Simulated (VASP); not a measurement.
# Si (P6_3/mmc) in VASP: further runs

The runs below take Si through single point, with PBE.

All numbers are computed with VASP 6.6.1; they aren't measurements. Logs are shortened: lines on timing, memory, paths and dates and some standing lists are left out, and cuts for length are marked.

### 1 The cell of the first run

It takes space group P6_3/mmc (No. 194, hexagonal). The conventional cell has a = 3.625 Å, b = 3.625 Å, c = 17.766 Å, α = 90.00°, β = 90.00°, γ = 120.00°. Within 2.9 Å of Si (site symmetry 3m) lie 4 Si at 2.22 Å. Within 2.9 Å of Si (site symmetry 3m) lie 4 Si at 2.22 Å. Within 2.9 Å of Si (site symmetry 3m) lie 4 Si at 2.22 Å.

The cell was generated, and may not be a known phase.

### 2 Single point, PBE

Contents of INCAR:

```
SYSTEM = Si
PREC = Accurate
ENCUT = 520
EDIFF = 1E-6
ISMEAR = 0
SIGMA = 0.1
LREAL = .False.
LASPH = .True.
NELM = 60
ALGO = Normal
ISIF = 2
LWAVE = .False.
LCHARG = .False.
GGA = PE
NBANDS = 36
```

Contents of KPOINTS:

```
Automatic mesh
0
Gamma
  6 6 1
  0 0 0
```

Contents of POSCAR:

```
Si
1.0
    3.6246345500      0.0000000000      0.0000000000
   -1.8123172700      3.1390256000      0.0000000000
    0.0000000000      0.0000000000     17.7659764100
Si
12
Direct
    0.0000000000      0.0000000000      0.8125000000
    0.0000000000      0.0000000000      0.3125000000
    0.3333333300      0.6666666700      0.9792000100
    0.6666666700      0.3333333300      0.4792000100
    0.3333333300      0.6666666700      0.6457999900
    0.6666666700      0.3333333300      0.1457999900
    0.0000000000      0.0000000000      0.6875000000
    0.0000000000      0.0000000000      0.1875000000
    0.3333333300      0.6666666700      0.8542000100
    0.6666666700      0.3333333300      0.3542000100
    0.3333333300      0.6666666700      0.5207999900
    0.6666666700      0.3333333300      0.0207999900
```

Potentials or basis: VASP PAW PBE potentials, release 64 (Si).

Started as:

```bash
$ cat potpaw_PBE.64/Si/POTCAR > POTCAR
$ mpirun -np 1 vasp_std > vasp.out
```

OUTCAR:

```text
SYSTEM = Si
   PREC = Accurate
   ENCUT = 520
   EDIFF = 1E-6
   ISMEAR = 0
   LREAL = .False.
   LASPH = .True.
   NELM = 60
   ISIF = 2
   GGA = PE

 ion  position               nearest neighbor table
   1  0.000  0.000  0.812-   9 2.22   9 2.22   9 2.22   7 2.22
   2  0.000  0.000  0.312-  10 2.22  10 2.22  10 2.22   8 2.22
   3  0.333  0.667  0.979-  12 2.22  12 2.22  12 2.22   9 2.22
   4  0.667  0.333  0.479-  11 2.22  11 2.22  11 2.22  10 2.22
   5  0.333  0.667  0.646-   7 2.22   7 2.22   7 2.22  11 2.22
   6  0.667  0.333  0.146-   8 2.22   8 2.22   8 2.22  12 2.22
   7  0.000  0.000  0.688-   5 2.22   5 2.22   5 2.22   1 2.22
   8  0.000  0.000  0.188-   6 2.22   6 2.22   6 2.22   2 2.22
   9  0.333  0.667  0.854-   1 2.22   1 2.22   1 2.22   3 2.22
  10  0.667  0.333  0.354-   2 2.22   2 2.22   2 2.22   4 2.22
  11  0.333  0.667  0.521-   4 2.22   4 2.22   4 2.22   5 2.22
  12  0.667  0.333  0.021-   3 2.22   3 2.22   3 2.22   6 2.22

  LATTYP: Found a hexagonal cell.
 ALAT       =     3.6246345500
 C/A-ratio  =     4.9014531437

  Lattice vectors:

 A1 = (   3.6246345500,   0.0000000000,   0.0000000000)
 A2 = (  -1.8123172700,   3.1390256000,   0.0000000000)
 A3 = (   0.0000000000,   0.0000000000,  17.7659764100)

Analysis of symmetry for initial positions (statically):
=====================================================================
 Subroutine PRICEL returns:
 Original cell was already a primitive cell.

 Routine SETGRP: Setting up the symmetry group for a
 hexagonal supercell.

 Subroutine GETGRP returns: Found 24 space group operations
 (whereof 12 operations were pure point group operations)
 out of a pool of 24 trial point group operations.

The static configuration has the point symmetry D_3d.
 The point group associated with its full space group is D_6h.

Analysis of symmetry for dynamics (positions and initial velocities):
=====================================================================
 Subroutine PRICEL returns:
 Original cell was already a primitive cell.

 Routine SETGRP: Setting up the symmetry group for a
 hexagonal supercell.

 Subroutine GETGRP returns: Found 24 space group operations
 (whereof 12 operations were pure point group operations)
 out of a pool of 24 trial point group operations.

The dynamic configuration has the point symmetry D_3d.
 The point group associated with its full space group is D_6h.

 Subroutine INISYM returns: Found 24 space group operations
 (whereof 12 operations are pure point group operations),
 and found     1 'primitive' translations

----------------------------------------------------------------------------------------

                                     Primitive cell

  volume of cell :     202.1381

  direct lattice vectors                    reciprocal lattice vectors
     3.624634550  0.000000000  0.000000000     0.275889882  0.159285097  0.000000000
    -1.812317270  3.139025600  0.000000000     0.000000000  0.318570196  0.000000000
     0.000000000  0.000000000 17.765976410     0.000000000  0.000000000  0.056287365

  length of vectors
     3.624634550  3.624634548 17.765976410     0.318570196  0.318570196  0.056287365

  position of ions in fractional coordinates (direct lattice)
     0.000000000  0.000000000  0.812500000
     0.000000000  0.000000000  0.312500000
     0.333333330  0.666666670  0.979200010
     0.666666670  0.333333330  0.479200010
     0.333333330  0.666666670  0.645799990
     0.666666670  0.333333330  0.145799990
     0.000000000  0.000000000  0.687500000
     0.000000000  0.000000000  0.187500000
     0.333333330  0.666666670  0.854200010
     0.666666670  0.333333330  0.354200010
     0.333333330  0.666666670  0.520799990
     0.666666670  0.333333330  0.020799990

  ion indices of the primitive-cell ions
   primitive index   ion index
                 1           1
                 2           2
                 3           3
                 4           4
                 5           5
                 6           6
                 7           7
                 8           8
                 9           9
                10          10
                11          11
                12          12

----------------------------------------------------------------------------------------

 KPOINTS: Automatic mesh

Automatic generation of k-mesh.
 Grid dimensions read from file:
 generate k-points for:    6    6    1

 Generating k-lattice:

  Cartesian coordinates                     Fractional coordinates (reciprocal lattice)
     0.045981647  0.026547516  0.000000000     0.166666667 -0.000000000  0.000000000
     0.000000000  0.053095033  0.000000000     0.000000000  0.166666667  0.000000000
     0.000000000  0.000000000  0.056287365     0.000000000  0.000000000  1.000000000

  Length of vectors
     0.053095033  0.053095033  0.056287365

  Shift w.r.t. Gamma in fractional coordinates (k-lattice)
     0.000000000  0.000000000  0.000000000

 Subroutine IBZKPT returns following result:
 ===========================================

 Found      7 irreducible k-points:

 Following reciprocal coordinates:
            Coordinates               Weight
  0.000000  0.000000  0.000000      1.000000
  0.166667  0.000000  0.000000      6.000000
  0.333333  0.000000  0.000000      6.000000
  0.500000  0.000000  0.000000      3.000000
  0.166667  0.166667  0.000000      6.000000
  0.333333  0.166667  0.000000     12.000000
  0.333333  0.333333  0.000000      2.000000
   k-points           NKPTS =      7   k-points in BZ     NKDIM =      7   number of bands    NBANDS=     36
   number of dos      NEDOS =    301   number of ions     NIONS =     12
   total plane-waves  NPLWV = 109760
   dimension x,y,z NGX =    28 NGY =   28 NGZ =  140
   dimension x,y,z NGXF=    56 NGYF=   56 NGZF=  280
   ions per type =              12
   NGX,Y,Z   is equivalent  to a cutoff of  12.84, 12.84, 13.10 a.u.
   NGXF,Y,Z  is equivalent  to a cutoff of  25.68, 25.68, 26.20 a.u.
 SYSTEM =  Si
   PREC   = accura    normal or accurate (medium, high low for compatibility)
   ISTART =      0    job   : 0-new  1-cont  2-samecut
   ICHARG =      2    charge: 1-file 2-atom 10-const
   ISPIN  =      1    spin polarized calculation?
   LNONCOLLINEAR =      F non collinear calculations
   LSORBIT =      F    spin-orbit coupling
   LASPH  =      T    aspherical Exc in radial PAW
   ENCUT  =  520.0 eV  38.22 Ry    6.18 a.u.   6.74  6.74 33.03*2*pi/ulx,y,z
   NELM   =     60;   NELMIN=  2; NELMDL= -5     # of ELM steps
   EDIFF  = 0.1E-05   stopping-criterion for ELM
   LREAL  =      F    real-space projection
   EDIFFG = 0.1E-04   stopping-criterion for IOM
   NSW    =      0    number of steps for IOM
   IBRION =     -1    ionic relax: 0-MD 1-quasi-New 2-CG
   NFREE  =      0    steps in history (QN), initial steepest desc. (CG)
   ISIF   =      2    stress and relaxation
   ISYM   =      2    0-nonsym 1-usesym 2-fastsym
   POTIM  = 0.5000    time-step for ionic-motion
   TEBEG  =    0.0;   TEEND  =   0.0 temperature during run
   PSTRESS=    0.0 pullay stress
   NELECT =      48.0000    total number of electrons
   NUPDOWN=      -1.0000    fix difference up-down
   EMIN   =  10.00;   EMAX   =-10.00  energy-range for DOS
   EFERMI =   0.00;   METHOD = LEGACY
   ISMEAR =     0;   SIGMA  =   0.10  broadening in eV -4-tet -1-fermi 0-gaus
   EFERMI_NEDOS =   21; number of points for ismear=-14 and -15
   IALGO  =     38    algorithm
   IMIX   =      4    mixing-type and parameters
     AMIX     =   0.40;   BMIX     =  1.00
     AMIX_MAG =   1.60;   BMIX_MAG =  1.00
  volume/ion in A,a.u.               =      16.84       113.67
  Fermi-wavevector in a.u.,A,eV,Ry     =   1.013769  1.915746 13.983094  1.027728
  Thomas-Fermi vector in A             =   2.146958
   LORBIT       =      0    0 simple, 1 ext, 2 COOP (PROOUT), +10 PAW based schemes
   GGA     = PE    functional components
   LHFCALC =     F    Hartree Fock is set to
   AEXX    =    0.0000 exact exchange contribution
   IVDW    =     0    specifies the selected vdW correction
   LEPSILON=     F    determine dielectric tensor
   LRPA    =     F    only Hartree local field effects (RPA)
 non-spin polarized calculation
 Gauss-broadening in eV      SIGMA  =   0.10
  energy-cutoff  :      520.00
  volume of cell :      202.14
 maximum number of plane-waves:      5482
 NGX is ok and might be reduce to    28
   NGX = 13   NGY = 13   NGZ = 67

 number of electron      48.0000000 magnetization

 Free energy of the ion-electron system (eV)
  ---------------------------------------------------
  ext. energy  EPLUGINS =         0.00000000
  ---------------------------------------------------
  free energy    TOTEN  =       -62.05283524 eV

  energy without entropy =      -62.04890689  energy(sigma->0) =      -62.05087107

 E-fermi :   7.8974     XC(G=0): -10.0986

 val. band max:        7.8238810179   @ k =   0.0000   0.0000   0.0000
 cond. band min:       7.9878766164   @ k =   0.5000   0.0000   0.0000
 fundamental gap:      0.1639955985
 Fermi energy:         7.8973826969

 k-point     1 :       0.0000    0.0000    0.0000
  band No.  band energies     occupation
      1      -5.5280      2.00000
      2      -5.1258      2.00000
      3      -5.0907      2.00000
      4      -3.9190      2.00000
      5      -3.9044      2.00000
      6      -2.7099      2.00000
[... 28 lines left out ...]
     35      10.9804      0.00000
     36      10.9860      0.00000

 k-point     2 :       0.1667    0.0000    0.0000
  band No.  band energies     occupation
      1      -5.1562      2.00000
      2      -4.7573      2.00000
      3      -4.7202      2.00000
      4      -3.5564      2.00000
      5      -3.5391      2.00000
      6      -2.3402      2.00000
[... 187 lines left out ...]
 k-point     7 :       0.3333    0.3333    0.0000
  band No.  band energies     occupation
      1      -1.7506      2.00000
      2      -1.7506      2.00000
      3      -1.6753      2.00000
      4      -1.6564      2.00000
      5      -1.5367      2.00000
      6      -1.5367      2.00000
[... 28 lines left out ...]
     35      13.5262      0.00000
     36      13.6537      0.00000

------------------------ aborting loop because EDIFF is reached ----------------------------------------

  FORCE on cell =-STRESS in cart. coord.  units (eV):
  Direction    XX          YY          ZZ          XY          YZ          ZX
  --------------------------------------------------------------------------------------
  -------------------------------------------------------------------------------------
  Total       32.2456852     32.2456852     32.8381533      0.0000001     -0.0000000     -0.0000000
  in kB      255.5842145    255.5842145    260.2802071      0.0000004     -0.0000000     -0.0000000
  external PRESSURE =     257.1495454 kB  Pullay stress =       0.0000000 kB

 VOLUME and BASIS-vectors are now :
 -----------------------------------------------------------------------------
  energy-cutoff  :      520.00
  volume of cell :      202.14
      direct lattice vectors                 reciprocal lattice vectors
     3.624634550  0.000000000  0.000000000     0.275889882  0.159285097  0.000000000
    -1.812317270  3.139025600  0.000000000     0.000000000  0.318570196  0.000000000
     0.000000000  0.000000000 17.765976410     0.000000000  0.000000000  0.056287365

 POSITION                                       TOTAL-FORCE (eV/Angst)
 -----------------------------------------------------------------------------------
      0.00000      0.00000     14.43486         0.000000     -0.000000      0.190918
      0.00000      0.00000      5.55187        -0.000000      0.000000      0.190918
     -0.00000      2.09268     17.39644         0.000000     -0.000000     -0.026553
      1.81232      1.04634      8.51346        -0.000000      0.000000     -0.026553
     -0.00000      2.09268     11.47327         0.000000     -0.000000     -0.074992
      1.81232      1.04634      2.59028         0.000000      0.000000     -0.074992
      0.00000      0.00000     12.21411         0.000000     -0.000000     -0.190918
      0.00000      0.00000      3.33112        -0.000000      0.000000     -0.190918
     -0.00000      2.09268     15.17570        -0.000000     -0.000000      0.074992
      1.81232      1.04634      6.29271        -0.000000     -0.000000      0.074992
     -0.00000      2.09268      9.25252         0.000000     -0.000000      0.026553
      1.81232      1.04634      0.36953        -0.000000      0.000000      0.026553
 -----------------------------------------------------------------------------------
    total drift:                               -0.000000     -0.000000     -0.000000

  FREE ENERGIE OF THE ION-ELECTRON SYSTEM (eV)
  ---------------------------------------------------
  free  energy   TOTEN  =       -62.0528352421 eV

  energy  without entropy=      -62.0489068941  energy(sigma->0) =      -62.05087107
```

It took 96 s on 1 thread of Intel Xeon 8259CL, shared host; peak memory 0.31 GiB.

Results:

```yaml
Free_energy: -62.0528 eV
Pressure: 25.7 GPa
Largest_force: 0.191 eV/Å
Band_gap_on_the_k_mesh: 0.16 eV (least direct gap 1.56 eV)
```

Forces in eV/Å, atoms in the order of the input:
```
Si   0.000  0.000  0.191
Si   0.000  0.000  0.191
Si   0.000  0.000 -0.027
Si   0.000  0.000 -0.027
Si   0.000  0.000 -0.075
Si   0.000  0.000 -0.075
Si   0.000  0.000 -0.191
Si   0.000  0.000 -0.191
Si   0.000  0.000  0.075
Si   0.000  0.000  0.075
Si   0.000  0.000  0.027
Si   0.000  0.000  0.027
```

Stress tensor (GPa, compression positive):
```
25.56  0.00  0.00
 0.00 25.56  0.00
 0.00  0.00 26.03
```

Levels at points of the mesh, in eV from the valence-band top:
| k point | band 21 | band 22 | band 23 | band 24 | band 25 | band 26 | band 27 | band 28 |
| --- | --- | --- | --- | --- | --- | --- | --- | --- |
| (0.00, 0.00, 0.00) | -0.49 | -0.13 | 0.00 | 0.00 | 1.85 | 1.98 | 2.31 | 2.31 |
| (0.50, 0.00, 0.00) | -2.17 | -2.16 | -2.11 | -1.45 | 0.16 | 0.58 | 0.64 | 0.98 |

Caveat: the cell stands under pressure; semilocal functionals underestimate gaps, and a narrow one can read as zero. A k mesh can miss the band edges.

(Part 1 of 2 ends here.)
